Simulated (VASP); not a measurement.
# Pd (P6_3/mmc) in VASP: a series of runs

Runs on Pd. Level: PBEsol. Tasks: single point.

Everything below comes from runs of VASP 6.6.1. Logs are shortened: lines on timing, memory, paths and dates and some standing lists are left out, and cuts for length are marked.

### 1 The cell of the first run

The structure is hexagonal, space group P6_3/mmc (No. 194). The conventional cell has a = 2.720 Å, b = 2.720 Å, c = 4.564 Å, α = 90.00°, β = 90.00°, γ = 120.00°. Pd (site symmetry -6m2) has 12 Pd at 2.72 to 2.77 Å within 3.6 Å.

### 2 Single point, PBEsol

INCAR reads:

```
  PREC = Accurate
  ENCUT = 520
  EDIFF = 1E-6
  ISMEAR = 0
  SIGMA = 0.1
  LREAL = F
  LASPH = T
  NELM = 80
  ALGO = Fast
  ISIF = 2
  LWAVE = F
  LCHARG = T
  GGA = PS
  LELF = T
  LVHAR = T
  NBANDS = 17
```

KPOINTS reads:

```
regular mesh
0
Gamma
  24 24 12
```

POSCAR reads:

```
Pd
1.0
    2.7196631348      0.0000000000      0.0000000000
   -1.3598315674      2.3552973645      0.0000000000
    0.0000000000      0.0000000000      4.5638369067
Pd
2
Direct
    0.6666666667      0.3333333333      0.7500000000
    0.3333333333      0.6666666667      0.2500000000
```

Potentials or basis: VASP PAW PBE potentials, release 64 (Pd).

Started as:

```console
$ cat potpaw_PBE.64/Pd/POTCAR > POTCAR
$ mpirun -np 1 vasp_std > vasp.out
```

OUTCAR:

```text
PREC = Accurate
   ENCUT = 520
   EDIFF = 1E-6
   ISMEAR = 0
   LREAL = F
   LASPH = T
   NELM = 80
   ISIF = 2
   GGA = PS

 ion  position               nearest neighbor table
   1  0.667  0.333  0.750-   2 2.77   2 2.77   2 2.77   2 2.77   2 2.77   2 2.77
   2  0.333  0.667  0.250-   1 2.77   1 2.77   1 2.77   1 2.77   1 2.77   1 2.77

  LATTYP: Found a hexagonal cell.
 ALAT       =     2.7196631348
 C/A-ratio  =     1.6780890428

  Lattice vectors:

 A1 = (   2.7196631348,   0.0000000000,   0.0000000000)
 A2 = (  -1.3598315674,   2.3552973645,   0.0000000000)
 A3 = (   0.0000000000,   0.0000000000,   4.5638369067)

Analysis of symmetry for initial positions (statically):
=====================================================================
 Subroutine PRICEL returns:
 Original cell was already a primitive cell.

 Routine SETGRP: Setting up the symmetry group for a
 hexagonal supercell.

 Subroutine GETGRP returns: Found 24 space group operations
 (whereof 12 operations were pure point group operations)
 out of a pool of 24 trial point group operations.

The static configuration has the point symmetry D_3d.
 The point group associated with its full space group is D_6h.

Analysis of symmetry for dynamics (positions and initial velocities):
=====================================================================
 Subroutine PRICEL returns:
 Original cell was already a primitive cell.

 Routine SETGRP: Setting up the symmetry group for a
 hexagonal supercell.

 Subroutine GETGRP returns: Found 24 space group operations
 (whereof 12 operations were pure point group operations)
 out of a pool of 24 trial point group operations.

The dynamic configuration has the point symmetry D_3d.
 The point group associated with its full space group is D_6h.

 Subroutine INISYM returns: Found 24 space group operations
 (whereof 12 operations are pure point group operations),
 and found     1 'primitive' translations

----------------------------------------------------------------------------------------

                                     Primitive cell

  volume of cell :      29.2342

  direct lattice vectors                    reciprocal lattice vectors
     2.719663135  0.000000000  0.000000000     0.367692597  0.212287420  0.000000000
[... 83 lines left out ...]
   LASPH  =      T    aspherical Exc in radial PAW
   ENCUT  =  520.0 eV  38.22 Ry    6.18 a.u.   5.06  5.06  8.49*2*pi/ulx,y,z
   NELM   =     80;   NELMIN=  2; NELMDL= -5     # of ELM steps
   EDIFF  = 0.1E-05   stopping-criterion for ELM
   LREAL  =      F    real-space projection
   EDIFFG = 0.1E-04   stopping-criterion for IOM
   NSW    =      0    number of steps for IOM
   IBRION =     -1    ionic relax: 0-MD 1-quasi-New 2-CG
   NFREE  =      0    steps in history (QN), initial steepest desc. (CG)
   ISIF   =      2    stress and relaxation
   ISYM   =      2    0-nonsym 1-usesym 2-fastsym
   POTIM  = 0.5000    time-step for ionic-motion
   TEBEG  =    0.0;   TEEND  =   0.0 temperature during run
   PSTRESS=    0.0 pullay stress
   NELECT =      20.0000    total number of electrons
   NUPDOWN=      -1.0000    fix difference up-down
   EMIN   =  10.00;   EMAX   =-10.00  energy-range for DOS
   EFERMI =   0.00;   METHOD = LEGACY
   ISMEAR =     0;   SIGMA  =   0.10  broadening in eV -4-tet -1-fermi 0-gaus
   EFERMI_NEDOS =   21; number of points for ismear=-14 and -15
   IALGO  =     68    algorithm
   IMIX   =      4    mixing-type and parameters
     AMIX     =   0.40;   BMIX     =  1.00
     AMIX_MAG =   1.60;   BMIX_MAG =  1.00
  volume/ion in A,a.u.               =      14.62        98.64
  Fermi-wavevector in a.u.,A,eV,Ry     =   1.442518  2.725963 28.311785  2.080858
  Thomas-Fermi vector in A             =   2.561029
   LORBIT       =      0    0 simple, 1 ext, 2 COOP (PROOUT), +10 PAW based schemes
   GGA     = PS    functional components
   LHFCALC =     F    Hartree Fock is set to
   AEXX    =    0.0000 exact exchange contribution
   IVDW    =     0    specifies the selected vdW correction
   LEPSILON=     F    determine dielectric tensor
   LRPA    =     F    only Hartree local field effects (RPA)
 non-spin polarized calculation
 RMM-DIIS sequential band-by-band and
 Gauss-broadening in eV      SIGMA  =   0.10
  energy-cutoff  :      520.00
  volume of cell :       29.23
 maximum number of plane-waves:       804
   NGX = 11   NGY = 11   NGZ = 17

 number of electron      19.9999998 magnetization

 Free energy of the ion-electron system (eV)
  ---------------------------------------------------
  ext. energy  EPLUGINS =         0.00000000
  ---------------------------------------------------
  free energy    TOTEN  =       -11.85953271 eV

  energy without entropy =      -11.83327737  energy(sigma->0) =      -11.84640504

 E-fermi :   9.7832     XC(G=0): -13.4341

 val. band max:        9.7829853970   @ k =   0.1667   0.1667   0.3333
 cond. band min:       9.7836808246   @ k =   0.4167   0.0000   0.4167
 fundamental gap:      0.0006954276
 Fermi energy:         9.7831615112

 k-point     1 :       0.0000    0.0000    0.0000
  band No.  band energies     occupation
      1       2.4634      2.00000
      2       4.3413      2.00000
      3       6.7209      2.00000
      4       6.9709      2.00000
      5       6.9709      2.00000
      6       7.3239      2.00000
[... 457 lines left out ...]
      4       7.0147      2.00000
      5       7.1768      2.00000
      6       7.5438      2.00000
[... 9 lines left out ...]
     16      23.2247      0.00000
     17      23.5686      0.00000

 [... further k-points ...]

------------------------ aborting loop because EDIFF is reached ----------------------------------------

  FORCE on cell =-STRESS in cart. coord.  units (eV):
  Direction    XX          YY          ZZ          XY          YZ          ZX
  --------------------------------------------------------------------------------------
  -------------------------------------------------------------------------------------
  Total       -0.0500294     -0.0500294     -0.0672343      0.0000000      0.0000000      0.0000000
  in kB       -2.7418565     -2.7418565     -3.6847684      0.0000000      0.0000000      0.0000000
  external PRESSURE =      -3.0561605 kB  Pullay stress =       0.0000000 kB

 VOLUME and BASIS-vectors are now :
 -----------------------------------------------------------------------------
  energy-cutoff  :      520.00
  volume of cell :       29.23
      direct lattice vectors                 reciprocal lattice vectors
     2.719663135  0.000000000  0.000000000     0.367692597  0.212287420  0.000000000
    -1.359831567  2.355297365  0.000000000     0.000000000  0.424574839  0.000000000
     0.000000000  0.000000000  4.563836907     0.000000000  0.000000000  0.219113877

 POSITION                                       TOTAL-FORCE (eV/Angst)
 -----------------------------------------------------------------------------------
      1.35983      0.78510      3.42288        -0.000000     -0.000000      0.000000
     -0.00000      1.57020      1.14096         0.000000      0.000000      0.000000
 -----------------------------------------------------------------------------------
    total drift:                               -0.000000      0.000000     -0.000000

  FREE ENERGIE OF THE ION-ELECTRON SYSTEM (eV)
  ---------------------------------------------------
  free  energy   TOTEN  =       -11.8595327084 eV

  energy  without entropy=      -11.8332773726  energy(sigma->0) =      -11.84640504
```

stdout:

```text
POSCAR found type information on POSCAR Pd
 POSCAR found :  1 types and       2 ions
 scaLAPACK will be used
 -----------------------------------------------------------------------------
|                                                                             |
|                                                                             |
|     You enforced a specific xc type in the INCAR file but a different       |
|     I HOPE YOU KNOW WHAT YOU ARE DOING!                                     |
|                                                                             |
 -----------------------------------------------------------------------------

 LDA part: xc-table for (Slater+PW92), standard interpolation
 POSCAR, INCAR and KPOINTS ok, starting setup
 FFT: planning ... GRIDC
 FFT: planning ... GRID_SOFT
 FFT: planning ... GRID
 WAVECAR not read
 entering main loop
```

It took 6.6 min on 1 thread of AMD EPYC 7R13, shared host; peak memory 0.25 GiB.

Results:

```yaml
Free_energy: -11.8595 eV
Pressure: -0.3 GPa
Band_gap_on_the_k_mesh: zero (band 10 reaches 10.02 eV, above the bottom of band 11 at 9.08 eV)
```

Caveat: the PAW data sets were made with another functional, which shifts forces and pressure a little.

### 3 Single point, PBEsol

INCAR reads:

```
SYSTEM = Pd
PREC = Accurate
ENCUT = 520
EDIFF = 1E-7
ISMEAR = 0
SIGMA = 0.1
LREAL = .FALSE.
LASPH = .TRUE.
NELM = 80
ALGO = Fast
ISIF = 2
LWAVE = .FALSE.
LCHARG = .FALSE.
GGA = PS
NBANDS = 17
```

KPOINTS reads:

```
Automatic mesh
0
G
  9 9 4
  0 0 0
```

POSCAR reads:

```
Pd
1.0
    2.7235108967      0.0000000000      0.0000000000
   -1.3617554483      2.3586296240      0.0000000000
    0.0000000000      0.0000000000      4.5529711952
Pd
2
Direct
    0.6666666667      0.3333333333      0.7500000000
    0.3333333333      0.6666666667      0.2500000000
```

Potentials or basis: VASP PAW PBE potentials, release 64 (Pd).

Started as:

```console
$ cat potpaw_PBE.64/Pd/POTCAR > POTCAR
$ mpirun -np 1 vasp_std > vasp.out
```

It used 20 s of CPU time on 1 thread of AMD EPYC 7R13 Processor (Zen 3), on a shared host.

The run converged. Its results:

```
Free energy            : -11.8528 eV
Pressure               : -0.3 GPa
Band gap on the k mesh : zero (band 10 reaches 9.90 eV, above the bottom of band 11 at 9.06 eV)
```

Stress tensor (GPa, compression positive):
```
-0.33  0.00  0.00
 0.00 -0.33  0.00
 0.00  0.00 -0.17
```

Levels at points of the mesh, in eV from the Fermi level:
```
           k point  band 6  band 7  band 8  band 9  band 10  band 11  band 12  band 13  band 14  band 15
(0.00, 0.00, 0.00)   -2.44   -2.44   -1.69   -1.69    -0.24    -0.24     0.70     6.97    17.13    18.66
(0.00, 0.00, 0.50)   -2.84   -2.84   -2.84   -0.71    -0.71    -0.71    -0.71    14.03    14.03    17.67
```

Caveat: the PAW data sets were made with another functional, which shifts forces and pressure a little.

### 4 Single point, PBEsol

This run uses another cell than the first one, of 15.53 Å³/atom, 1.063 times its volume.

INCAR reads:

```
SYSTEM = Pd
PREC = Accurate ; ENCUT = 520
EDIFF = 1E-6 ; ISMEAR = 0
SIGMA = 0.1 ; LREAL = .FALSE.
LASPH = .TRUE. ; NELM = 60
ALGO = Normal ; ISIF = 2
LWAVE = .FALSE. ; LCHARG = .FALSE.
GGA = PS ; NBANDS = 17
```

KPOINTS reads:

```
regular mesh
0
G
  9 9 4
  0 0 0
```

POSCAR reads:

```
Pd
1.0
    2.7836650458      0.0000000000      0.0000000000
   -1.3918325229      2.4107246453      0.0000000000
    0.0000000000      0.0000000000      4.6288930000
Pd
2
Direct
    0.6666666700      0.3333333300      0.7500000000
    0.3333333300      0.6666666700      0.2500000000
```

Started as:

```console
$ cat potpaw_PBE.64/Pd/POTCAR > POTCAR
$ mpirun -np 1 vasp_std > vasp.out
```

It used 23 s of CPU time on 1 thread of AMD EPYC 7R13 Processor (Zen 3) (shared host).

Results (log left out):

```
Free energy            : -11.7883 eV
Pressure               : -10.5 GPa
Band gap on the k mesh : zero (band 10 reaches 8.88 eV, above the bottom of band 11 at 8.12 eV)
```

Stress tensor (GPa, compression positive):
```
-10.79   0.00   0.00
  0.00 -10.79   0.00
  0.00   0.00 -10.03
```

Levels at points of the mesh, in eV from the Fermi level:
```tsv
k point	band 6	band 7	band 8	band 9	band 10	band 11	band 12	band 13	band 14	band 15
(0.00, 0.00, 0.00)	-2.20	-2.20	-1.55	-1.55	-0.22	-0.22	0.89	6.60	17.01	18.60
(0.00, 0.00, 0.50)	-2.57	-2.57	-2.57	-0.65	-0.65	-0.65	-0.65	13.65	13.65	17.48
```

Caveat: the PAW data sets were made with another functional, which shifts forces and pressure a little.

### 5 Summary

| cell | k mesh | gap on the mesh (eV) | pressure (GPa) |
| --- | --- | --- | --- |
| a = 2.720, b = 2.720, c = 4.564 Å, angles 90.0, 90.0, 120.0°, 2 atoms | 24 × 24 × 12 | none | -0.3 |
| a = 2.724, b = 2.724, c = 4.553 Å, angles 90.0, 90.0, 120.0°, 2 atoms | 9 × 9 × 4 | none | -0.3 |
| a = 2.784, b = 2.784, c = 4.629 Å, angles 90.0, 90.0, 120.0°, 2 atoms | 9 × 9 × 4 | none | -10.5 |

Alike in all rows: task single point; level PBEsol; potentials or basis VASP PAW PBE potentials, release 64 (Pd); no spin polarisation; cutoff (eV) 520; smearing gaussian 0.1 eV.

Caveats: the PAW data sets were made with another functional, which shifts forces and pressure a little.

Total energies depend on the potentials used, so only differences within one code and one set of settings carry meaning.
